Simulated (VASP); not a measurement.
Crystal: Ta3Mo.

```
Ta Mo
1.0
    -1.93799    1.93799    4.32902
     1.93799   -1.93799    4.32902
     1.93799    1.93799   -4.32902
Ta Mo
3 1
Cartesian
  0.0000 0.0000 4.3290
  1.9380 0.0000 2.1645
  0.0000 1.9380 2.1645
  0.0000 0.0000 0.0000
```

| Item | Value |
| --- | --- |
| Program | VASP 6.6.1 |
| Task | relaxation of cell and atoms |
| Functional | PBE |
| Potentials or basis | VASP PAW PBE potentials, release 64 (Ta_pv, Mo_sv) |
| Cutoff | 600 eV |
| k mesh | 6 × 6 × 6 |
| Occupations | gaussian, width 0.1 eV |
| Spin | no spin polarisation |

At the start: pressure 25.1 GPa; volume 16.26 Å³/atom.

Problem. Where does the relaxation end?

Solution. Over 9 steps the energy falls by 196.7 meV/atom and the volume is 17.93 Å³/atom (+10.3 %); space group I4/mmm (No. 139, to 0.05 Å).

Step by step:
```tsv
step	energy change (eV)	largest force (eV/Å)	pressure (GPa)	volume (Å³)
1	0.0000	0.0000	25.11	65.04
2	1.6090	0.0000	-30.62	91.89
3	-0.6173	0.0000	-3.76	73.24
4	-0.6205	0.0000	-2.37	72.73
5	-0.7851	0.0000	-1.13	72.12
6	-0.7857	0.0000	-1.01	72.09
7	-0.7857	0.0000	-0.96	72.07
8	-0.7833	0.0000	1.85	71.09
9	-0.7868	0.0000	0.03	71.71
```

Final structure:
```
CELL_PARAMETERS angstrom
-1.93636 1.93636 4.78163
1.93636 -1.93636 4.78163
1.93636 1.93636 -4.78163
ATOMIC_POSITIONS crystal
Ta 0.50000 0.50000 0.00000
Ta 0.25000 0.75000 0.50000
Ta 0.75000 0.25000 0.50000
Mo 0.00000 0.00000 0.00000
```

Caveat: the k points lie up to 0.38 Å⁻¹ apart in the final cell.
